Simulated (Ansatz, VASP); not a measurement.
Two plane-wave programs on CuO

```
Cu O
1.0
     0.00000    2.26180    2.26180
     2.26180    0.00000    2.26180
     2.26180    2.26180    0.00000
Cu O
1 1
Cartesian
  0.0000 0.0000 0.0000
  1.1309 1.1309 1.1309
```

Alike in both runs: functional PBE; k mesh 16 × 16 × 16; occupations fermi-dirac, width 0.05 eV; no spin polarisation.

Ansatz relaxed the structure, and its values are those at the end. VASP's run is a single point on that final structure, the one shown.

|  | VASP | Ansatz |
| --- | --- | --- |
| version | VASP 6.6.1 | Ansatz 0.2.0 |
| potentials or method | VASP PAW PBE potentials, release 64 (Cu, O) | PAW with Ansatz's default frozen-core files, scalar-relativistic |
| plane-wave cutoff (eV) | 520 | 420 |
| valence electrons in the cell | 17 | 25 |

```csv
,VASP,Ansatz,Ansatz less VASP
pressure (GPa),0.7,0.0,-0.66
```

The functional is the same, so the differences come from potentials, cutoffs and numerics. VASP's potentials hold 17 valence electrons a cell and Ansatz's 25, so a difference there can come from the potentials and not from the codes.
